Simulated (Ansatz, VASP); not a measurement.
# CdS in VASP and in Ansatz

File INCAR:

```
SYSTEM = CdS
  PREC = Accurate
  ENCUT = 500
  EDIFF = 1E-6
  ISMEAR = 0
  SIGMA = 0.02
  LREAL = .False.
  LASPH = .True.
  NELM = 120
  ALGO = Normal
  ISIF = 2
  LWAVE = .False.
  LCHARG = .False.
  GGA = PS
  NBANDS = 26
  GGA_COMPAT = .False.
```

File KPOINTS:

```
regular mesh
0
Gamma
  9 9 4
  0 0 0
```

Contents of POSCAR:

```
CdS
1.0
    4.1245340239      0.0000000000      0.0000000000
   -2.0622670120      3.5719512435      0.0000000000
    0.0000000000      0.0000000000      6.7092066394
Cd S
2 2
Direct
    0.3333333333      0.6666666667      0.0001786404
    0.6666666667      0.3333333333      0.5001786404
    0.3333333333      0.6666666667      0.3768213596
    0.6666666667      0.3333333333      0.8768213596
```

Input for Ansatz:

```yaml
crystal:
  lattice:
    - [4.1245340239, 0.0, 0.0]
    - [-2.062267012, 3.5719512435, 0.0]
    - [0.0, 0.0, 6.7092066394]
  atoms:
    - { symbol: Cd, position: [0.3333333333, 0.6666666667, 0.0001786404] }
    - { symbol: Cd, position: [0.6666666667, 0.3333333333, 0.5001786404] }
    - { symbol: S, position: [0.3333333333, 0.6666666667, 0.3768213596] }
    - { symbol: S, position: [0.6666666667, 0.3333333333, 0.8768213596] }
basis:
  ecutwfc: 600.0
kpoints:
  mp_grid: { grid: [9, 9, 4] }
hamiltonian:
  xc: pbesol
  pseudopotentials: { kind: paw, azcp: { folder: soft_1 } }
scf:
  occupations: { method: gaussian, width: 0.02 }
output:
  forces: true
  stress: true
  eigenvalues: true
```

Alike in both runs: task single point; functional PBEsol; k mesh 9 × 9 × 4; occupations gaussian, width 0.02 eV; no spin polarisation.

|  | VASP | Ansatz |
| --- | --- | --- |
| version | VASP 6.6.1 | Ansatz 0.2.0 |
| potentials or method | VASP PAW PBE potentials, release 64 (Cd, S), cutoff 500 eV | scalar-relativistic, plane waves, PAW |
| valence electrons in the cell | 36 | 52 |

|  | VASP | Ansatz | Ansatz less VASP |
| --- | --- | --- | --- |
| gap on the k mesh at the Fermi level (eV) | 1.10 | 1.09 | -0.005 |
| least direct gap on the mesh (eV) | 1.10 | 1.09 | -0.005 |
| pressure (GPa) | 0.4 | 0.0 | -0.38 |

VASP's potentials were made for PBE, not for PBEsol, and Ansatz warns of the same on its side. VASP's potentials hold 36 valence electrons a cell and Ansatz's 52, so a difference there can come from the potentials and not from the codes.
